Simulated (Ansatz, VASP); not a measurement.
Ca: VASP beside Ansatz

```
Ca
1.0
     4.29840    0.00000    0.00000
    -2.14920    3.72252    0.00000
     0.00000    0.00000    7.04160
Ca
2
Cartesian
  0.0000 2.4817 1.7604
  2.1492 1.2408 5.2812
```

Change from the starting cell: strain +0.080 along x and y, +0.080 along z, atoms carried along.

Alike in both runs: task single point; functional PBE; k mesh 15 × 15 × 8; occupations gaussian, width 0.15 eV; no spin polarisation.

|  | VASP | Ansatz |
| --- | --- | --- |
| version | VASP 6.6.1 | Ansatz 0.2.0 |
| potentials or method | VASP PAW PBE potentials, release 64 (Ca_sv), cutoff 520 eV | scalar-relativistic, plane waves, PAW |
| valence electrons in the cell | 20 | 20 |

```tsv
	VASP	Ansatz	Ansatz less VASP
gap on the k mesh at the Fermi level (eV)	none	none	-
pressure (GPa)	-3.0	-3.0	0.00
traceless stress, the component that is largest in VASP (GPa)	-0.06	-0.06	0.000
```

A gap of «none» marks a metal or a gap that the smearing closes.
